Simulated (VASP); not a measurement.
# FePt (P4/mmm) in VASP: settings compared

FePt is run at these levels: LDA, RPBE, BLYP; tasks: single point.

All numbers are computed with VASP 6.6.1; they aren't measurements. Logs are shortened: lines on timing, memory, paths and dates and some standing lists are left out, and cuts for length are marked.

### 1 The cell of the first run

The structure is tetragonal, space group P4/mmm (No. 123). The conventional cell has a = 2.724 Å, b = 2.724 Å, c = 3.720 Å, α = 90.00°, β = 90.00°, γ = 90.00°. Pt (site symmetry 4/mmm) has 8 Fe at 2.68 Å and 4 Pt at 2.72 Å within 3.5 Å. Fe (site symmetry 4/mmm) has 8 Pt at 2.68 Å and 4 Fe at 2.72 Å within 3.5 Å.

### 2 Single point, LDA, collinear spin, ferromagnetic start

Contents of INCAR:

```
PREC = Accurate ; ENCUT = 520
EDIFF = 1E-6 ; ISMEAR = -1
SIGMA = 0.05 ; LREAL = False
LASPH = True ; NELM = 150
ALGO = Normal ; ISIF = 2
LWAVE = False ; LCHARG = True
ISPIN = 2 ; MAGMOM = 0 3
LORBIT = 11 ; LMAXMIX = 4
LELF = True ; LVHAR = True
NBANDS = 20
```

Contents of KPOINTS:

```
Automatic mesh
0
Gamma
  6 6 4
```

Contents of POSCAR:

```
FePt
1.0
    2.7235000000      0.0000000000      0.0000000000
    0.0000000000      2.7235000000      0.0000000000
    0.0000000000      0.0000000000      3.7200000000
Pt Fe
1 1
Direct
    0.5000000000      0.5000000000      0.5000000000
    0.0000000000      0.0000000000      0.0000000000
```

Potentials or basis: VASP PAW LDA potentials, release 64 (Pt, Fe).

The run is started by

```bash
$ cat potpaw_LDA.64/Pt/POTCAR potpaw_LDA.64/Fe/POTCAR > POTCAR
$ mpirun -np 1 vasp_std > vasp.out
```

OUTCAR:

```text
PREC = Accurate
   ENCUT = 520
   EDIFF = 1E-6
   ISMEAR = -1
   LREAL = False
   LASPH = True
   NELM = 150
   ISIF = 2
   ISPIN = 2
   LORBIT = 11

 ion  position               nearest neighbor table
   1  0.500  0.500  0.500-   2 2.68   2 2.68   2 2.68   2 2.68   2 2.68   2 2.68   2 2.68   2 2.68

   2  0.000  0.000  0.000-   1 2.68   1 2.68   1 2.68   1 2.68   1 2.68   1 2.68   1 2.68   1 2.68

  LATTYP: Found a simple tetragonal cell.
 ALAT       =     2.7235000000
 C/A-ratio  =     1.3658894804

  Lattice vectors:

 A1 = (   2.7235000000,   0.0000000000,   0.0000000000)
 A2 = (   0.0000000000,   2.7235000000,   0.0000000000)
 A3 = (   0.0000000000,   0.0000000000,   3.7200000000)

Analysis of symmetry for initial positions (statically):
=====================================================================
 Subroutine PRICEL returns:
 Original cell was already a primitive cell.

 Routine SETGRP: Setting up the symmetry group for a
 simple tetragonal supercell.

 Subroutine GETGRP returns: Found 16 space group operations
 (whereof 16 operations were pure point group operations)
 out of a pool of 16 trial point group operations.

The static configuration has the point symmetry D_4h.

Analysis of symmetry for dynamics (positions and initial velocities):
=====================================================================
 Subroutine PRICEL returns:
 Original cell was already a primitive cell.

 Routine SETGRP: Setting up the symmetry group for a
 simple tetragonal supercell.

 Subroutine GETGRP returns: Found 16 space group operations
 (whereof 16 operations were pure point group operations)
 out of a pool of 16 trial point group operations.

The dynamic configuration has the point symmetry D_4h.

Analysis of structural, dynamic, and magnetic symmetry:
=====================================================================
 Subroutine PRICEL returns:
 Original cell was already a primitive cell.

 Routine SETGRP: Setting up the symmetry group for a
 simple tetragonal supercell.

 Subroutine GETGRP returns: Found 16 space group operations
 (whereof 16 operations were pure point group operations)
 out of a pool of 16 trial point group operations.

The overall configuration has the point symmetry D_4h.

 Subroutine INISYM returns: Found 16 space group operations
 (whereof 16 operations are pure point group operations),
 and found     1 'primitive' translations
[... 112 lines left out ...]
   IALGO  =     38    algorithm
   IMIX   =      4    mixing-type and parameters
     AMIX     =   0.40;   BMIX     =  1.00
     AMIX_MAG =   1.60;   BMIX_MAG =  1.00
  volume/ion in A,a.u.               =      13.80        93.10
  Fermi-wavevector in a.u.,A,eV,Ry     =   1.419819  2.683070 27.427809  2.015887
  Thomas-Fermi vector in A             =   2.540800
   LORBIT       =     11    0 simple, 1 ext, 2 COOP (PROOUT), +10 PAW based schemes
   GGA     = CA    functional components
   LHFCALC =     F    Hartree Fock is set to
   AEXX    =    0.0000 exact exchange contribution
   IVDW    =     0    specifies the selected vdW correction
   LEPSILON=     F    determine dielectric tensor
   LRPA    =     F    only Hartree local field effects (RPA)
 spin polarized calculation
  energy-cutoff  :      520.00
  volume of cell :       27.59
 maximum number of plane-waves:       760
   NGX = 11   NGY = 11   NGZ = 13

 number of electron      17.9999997 magnetization       3.2263187

 Free energy of the ion-electron system (eV)
  ---------------------------------------------------
  ext. energy  EPLUGINS =         0.00000000
  ---------------------------------------------------
  free energy    TOTEN  =       -16.97189509 eV

  energy without entropy =      -16.95312219  energy(sigma->0) =      -16.96250864

 E-fermi :   8.4072     XC(G=0): -13.3087

 val. band max:        8.4042878343   @ k =   0.3333   0.1667   0.2500
 cond. band min:       8.4201210121   @ k =   0.3333   0.1667   0.0000
 fundamental gap:      0.0158331779
 Fermi energy:         8.4072223474

 spin component 1

 k-point     1 :       0.0000    0.0000    0.0000
  band No.  band energies     occupation
      1      -1.1087      1.00000
      2       2.2082      1.00000
      3       2.3115      1.00000
      4       5.1605      1.00000
      5       5.1605      1.00000
      6       5.7367      1.00000
[... 541 lines left out ...]
     19      30.2207      0.00000
     20      31.2443      0.00000

 [... further k-points ...]

 spin component 2

 k-point     1 :       0.0000    0.0000    0.0000
  band No.  band energies     occupation
      1      -0.8638      1.00000
      2       2.6667      1.00000
      3       2.7376      1.00000
      4       6.1107      1.00000
      5       6.1107      1.00000
      6       7.6864      1.00000
[... 541 lines left out ...]
     19      30.3760      0.00000
     20      31.5708      0.00000

 [... further k-points ...]

------------------------ aborting loop because EDIFF is reached ----------------------------------------

  FORCE on cell =-STRESS in cart. coord.  units (eV):
  Direction    XX          YY          ZZ          XY          YZ          ZX
  --------------------------------------------------------------------------------------
  -------------------------------------------------------------------------------------
  Total       -2.5109103     -2.5109103     -1.6767234      0.0000000      0.0000000     -0.0000000
  in kB     -145.7954849   -145.7954849    -97.3586000      0.0000000      0.0000000     -0.0000000
  external PRESSURE =    -129.6498566 kB  Pullay stress =       0.0000000 kB

 VOLUME and BASIS-vectors are now :
 -----------------------------------------------------------------------------
  energy-cutoff  :      520.00
  volume of cell :       27.59
      direct lattice vectors                 reciprocal lattice vectors
     2.723500000  0.000000000  0.000000000     0.367174592  0.000000000  0.000000000
     0.000000000  2.723500000  0.000000000     0.000000000  0.367174592  0.000000000
     0.000000000  0.000000000  3.720000000     0.000000000  0.000000000  0.268817204

 POSITION                                       TOTAL-FORCE (eV/Angst)
 -----------------------------------------------------------------------------------
      1.36175      1.36175      1.86000         0.000000      0.000000      0.000000
      0.00000      0.00000      0.00000         0.000000      0.000000      0.000000
 -----------------------------------------------------------------------------------
    total drift:                                0.000000      0.000000      0.000000

  FREE ENERGIE OF THE ION-ELECTRON SYSTEM (eV)
  ---------------------------------------------------
  free  energy   TOTEN  =       -16.9718950883 eV

  energy  without entropy=      -16.9531221874  energy(sigma->0) =      -16.96250864

 total charge

# of ion       s       p       d       tot
------------------------------------------
    1        0.715   0.654   8.050   9.419
    2        0.409   0.453   6.154   7.016
--------------------------------------------------
tot          1.124   1.107  14.204  16.435

 magnetization (x)

# of ion       s       p       d       tot
------------------------------------------
    1       -0.021  -0.045   0.435   0.369
    2        0.001   0.004   2.797   2.802
--------------------------------------------------
tot         -0.020  -0.041   3.232   3.171
```

Run time: 20 s. Hardware: 1 thread of Intel Xeon Platinum 8559C (Emerald Rapids), shared host; peak memory 0.14 GiB.

Results:

* Free energy: -16.9719 eV
* Pressure: -13.0 GPa
* Net moment: 3.23 μB per cell
* Site moments: Pt +0.37; Fe +2.80 μB
* Valence electrons inside the program's atomic spheres: Pt 9.42; Fe 7.02

Caveat: the k points lie up to 0.42 Å⁻¹ apart; spin-orbit coupling is left out, which moves the levels of the heavy elements.

### 3 Single point, RPBE, collinear spin, ferromagnetic start

Contents of INCAR:

```
SYSTEM = FePt
ALGO     = Normal         ! electronic algorithm
EDIFF    = 1E-6           ! SCF threshold, eV
ENCUT    = 520            ! plane-wave cutoff, eV
GGA      = RP             ! functional
ISIF     = 2              ! what is computed and relaxed
ISMEAR   = -1             ! smearing method
ISPIN    = 2              ! spin polarisation
LASPH    = .TRUE.         ! aspherical terms in the spheres
LCHARG   = .FALSE.        ! write CHGCAR
LMAXMIX  = 4              ! l up to which the mixer works
LORBIT   = 11             ! projections on sites
LREAL    = .FALSE.        ! projectors in reciprocal space
LWAVE    = .FALSE.        ! write WAVECAR
MAGMOM   = 0 3            ! initial moments
NBANDS   = 20             ! bands
NELM     = 150            ! most SCF steps
PREC     = Accurate       ! precision mode
SIGMA    = 0.05           ! smearing width, eV
```

Contents of KPOINTS:

```
k-points
0
G
  6 6 4
  0 0 0
```

POSCAR is that of step 2.

Potentials or basis: VASP PAW PBE potentials, release 64 (Pt, Fe).

The run is started by

```bash
$ cat potpaw_PBE.64/Pt/POTCAR potpaw_PBE.64/Fe/POTCAR > POTCAR
$ mpirun -np 1 vasp_std > vasp.out
```

Run time: 19 s. Hardware: 1 thread of Intel Xeon Platinum 8559C (Emerald Rapids), shared host; peak memory 0.15 GiB.

Results (log left out):

| Quantity | Value |
| --- | --- |
| Free energy | -13.7437 eV |
| Pressure | 7.4 GPa |
| Net moment | 3.30 μB per cell |
| Site moments | Pt +0.34; Fe +2.94 μB |
| Valence electrons inside the program's atomic spheres | Pt 9.44; Fe 6.97 |

Stress tensor (GPa, compression positive):
```
6.14 0.00 0.00
0.00 6.14 0.00
0.00 0.00 9.85
```

Levels at points of the mesh, in eV from the Fermi level:
Spin up:
```csv
k point,band 8,band 9,band 10,band 11,band 12,band 13,band 14,band 15
"(0.00, 0.00, 0.00)",-1.97,-0.57,-0.45,-0.45,2.30,9.78,11.69,11.69
"(0.50, 0.00, 0.00)",-2.59,-2.22,-1.66,0.13,2.01,10.47,10.54,12.58
"(0.50, 0.50, 0.00)",-0.54,-0.54,0.52,1.64,1.64,7.58,10.05,10.91
"(0.00, 0.00, 0.50)",-2.39,-2.18,-2.18,-1.93,-0.88,15.61,15.66,16.19
"(0.50, 0.00, 0.50)",-0.91,-0.57,-0.55,-0.49,-0.47,4.69,6.83,16.15
"(0.50, 0.50, 0.50)",-1.79,-1.08,0.52,6.84,6.84,7.74,8.32,8.48
```
Spin down:
```
           k point  band 5  band 6  band 7  band 8  band 9  band 10  band 11  band 12
(0.00, 0.00, 0.00)   -2.36   -0.82   -0.78    0.61    1.71     1.71     1.77     2.47
(0.50, 0.00, 0.00)   -2.48   -1.38   -1.13   -0.88    0.62     0.76     2.35     2.56
(0.50, 0.50, 0.00)    0.92    1.29    1.67    1.69    1.73     1.73     1.79     1.79
(0.00, 0.00, 0.50)   -1.91   -1.91   -1.43   -0.60    0.22     0.50     0.50     1.53
(0.50, 0.00, 0.50)   -2.23   -0.48   -0.42   -0.41    0.92     1.53     1.58     1.71
(0.50, 0.50, 0.50)   -1.49   -1.32   -1.32    0.82    0.93     1.70     7.56     7.56
```

Caveat: the k points lie up to 0.42 Å⁻¹ apart; the PAW data sets were made with another functional, which shifts forces and pressure a little; spin-orbit coupling is left out, which moves the levels of the heavy elements.

### 4 Single point, BLYP, collinear spin, ferromagnetic start

Contents of INCAR:

```
PREC = Accurate ; ENCUT = 520
EDIFF = 1E-6 ; ISMEAR = -1
SIGMA = 0.05 ; LREAL = F
LASPH = T ; NELM = 150
ALGO = Normal ; ISIF = 2
LWAVE = F ; LCHARG = F
ISPIN = 2 ; MAGMOM = 0 3
LORBIT = 11 ; LMAXMIX = 4
GGA = B5 ; ALDAX = 1.0
AGGAX = 1.0 ; AGGAC = 1.0
ALDAC = 0.0 ; NBANDS = 20
```

Contents of KPOINTS:

```
Automatic mesh
0
Gamma
  6 6 4
```

POSCAR is that of step 3.

Potentials or basis: VASP PAW PBE potentials, release 64 (Pt, Fe).

The run is started by

```bash
$ cat potpaw_PBE.64/Pt/POTCAR potpaw_PBE.64/Fe/POTCAR > POTCAR
$ mpirun -np 1 vasp_std > vasp.out
```

OUTCAR:

```text
PREC = Accurate
   ENCUT = 520
   EDIFF = 1E-6
   ISMEAR = -1
   LREAL = F
   LASPH = T
   NELM = 150
   ISIF = 2
   ISPIN = 2
   LORBIT = 11
   GGA = B5

 ion  position               nearest neighbor table
   1  0.500  0.500  0.500-   2 2.68   2 2.68   2 2.68   2 2.68   2 2.68   2 2.68   2 2.68   2 2.68

   2  0.000  0.000  0.000-   1 2.68   1 2.68   1 2.68   1 2.68   1 2.68   1 2.68   1 2.68   1 2.68

  LATTYP: Found a simple tetragonal cell.
 ALAT       =     2.7235000000
 C/A-ratio  =     1.3658894804
[... 1321 lines left out ...]
  external PRESSURE =     146.3922145 kB  Pullay stress =       0.0000000 kB

 VOLUME and BASIS-vectors are now :
 -----------------------------------------------------------------------------
  energy-cutoff  :      520.00
  volume of cell :       27.59
      direct lattice vectors                 reciprocal lattice vectors
     2.723500000  0.000000000  0.000000000     0.367174592  0.000000000  0.000000000
     0.000000000  2.723500000  0.000000000     0.000000000  0.367174592  0.000000000
     0.000000000  0.000000000  3.720000000     0.000000000  0.000000000  0.268817204

 POSITION                                       TOTAL-FORCE (eV/Angst)
 -----------------------------------------------------------------------------------
      1.36175      1.36175      1.86000         0.000000      0.000000      0.000000
      0.00000      0.00000      0.00000         0.000000      0.000000      0.000000
 -----------------------------------------------------------------------------------
    total drift:                               -0.000000      0.000000      0.000000

  FREE ENERGIE OF THE ION-ELECTRON SYSTEM (eV)
  ---------------------------------------------------
  free  energy   TOTEN  =       -12.5884278291 eV

  energy  without entropy=      -12.5721858115  energy(sigma->0) =      -12.58030682

 total charge

# of ion       s       p       d       tot
------------------------------------------
    1        0.727   0.635   8.111   9.473
    2        0.405   0.441   6.192   7.039
--------------------------------------------------
tot          1.133   1.077  14.302  16.512

 magnetization (x)

# of ion       s       p       d       tot
------------------------------------------
    1       -0.024  -0.054   0.446   0.368
    2        0.000  -0.002   2.859   2.858
--------------------------------------------------
tot         -0.024  -0.056   3.306   3.226
```

OSZICAR:

```text
N       E                     dE             d eps       ncg     rms          rms(c)
DAV:   1     0.963472002956E+02    0.96347E+02   -0.83477E+03  2536   0.990E+02
DAV:   2    -0.980879926772E+01   -0.10616E+03   -0.93748E+02  2476   0.217E+02
DAV:   3    -0.137351736125E+02   -0.39264E+01   -0.38028E+01  2828   0.477E+01
DAV:   4    -0.137811686608E+02   -0.45995E-01   -0.45959E-01  2724   0.439E+00
DAV:   5    -0.137823877535E+02   -0.12191E-02   -0.12190E-02  2852   0.813E-01    0.152E+01
DAV:   6    -0.137400466400E+02    0.42341E-01   -0.58648E+00  2656   0.486E+01    0.157E+01
DAV:   7    -0.128052128530E+02    0.93483E+00   -0.43145E+00  3068   0.478E+01    0.862E+00
DAV:   8    -0.126546790396E+02    0.15053E+00   -0.27816E-01  3332   0.844E+00    0.361E+00
DAV:   9    -0.125922009811E+02    0.62478E-01   -0.85068E-02  3484   0.558E+00    0.172E+00
DAV:  10    -0.125886399673E+02    0.35610E-02   -0.16087E-02  3692   0.170E+00    0.520E-01
DAV:  11    -0.125883514019E+02    0.28857E-03   -0.13172E-03  3332   0.627E-01    0.162E-01
DAV:  12    -0.125884139886E+02   -0.62587E-04   -0.74583E-05  3292   0.105E-01    0.713E-02
DAV:  13    -0.125884314288E+02   -0.17440E-04   -0.37872E-05  3036   0.111E-01    0.484E-02
DAV:  14    -0.125884267526E+02    0.46763E-05   -0.16776E-05  3376   0.832E-02    0.134E-02
DAV:  15    -0.125884277624E+02   -0.10098E-05   -0.22956E-06  2288   0.239E-02    0.360E-03
DAV:  16    -0.125884278291E+02   -0.66721E-07   -0.41235E-07  1360   0.614E-03
   1 F= -.12588428E+02 E0= -.12580307E+02  d E =-.162420E-01  mag=     3.2594
```

It took 28 s on 1 thread of Intel Xeon Platinum 8559C (Emerald Rapids), shared host; peak memory 0.15 GiB.

What came out:

```
Free energy                                           : -12.5884 eV
Pressure                                              : 14.6 GPa
Net moment                                            : 3.26 μB per cell
Site moments                                          : Pt +0.37; Fe +2.86 μB
Valence electrons inside the program's atomic spheres : Pt 9.47; Fe 7.04
```

Caveat: the k points lie up to 0.42 Å⁻¹ apart; the PAW data sets were made with another functional, which shifts forces and pressure a little; spin-orbit coupling is left out, which moves the levels of the heavy elements.

### 5 The runs side by side

```tsv
level	potentials or basis	gap on the mesh (eV)	pressure (GPa)	moment (μB)
LDA	VASP PAW LDA potentials, release 64 (Pt, Fe)	none	-13.0	3.23
RPBE	VASP PAW PBE potentials, release 64 (Pt, Fe)	none	7.4	3.30
BLYP	VASP PAW PBE potentials, release 64 (Pt, Fe)	none	14.6	3.26
```

Alike in all rows: task single point; spin collinear, ferromagnetic start; cell as given; k mesh 6 × 6 × 4; cutoff (eV) 520; smearing fermi-dirac 0.05 eV.

Caveats: all runs use coarse meshes; spin-orbit coupling is left out, which moves the levels of the heavy elements; the PAW data sets were made with another functional, which shifts forces and pressure a little (at least some runs).

Total energies depend on the potentials used, so only differences within one code and one set of settings carry meaning.
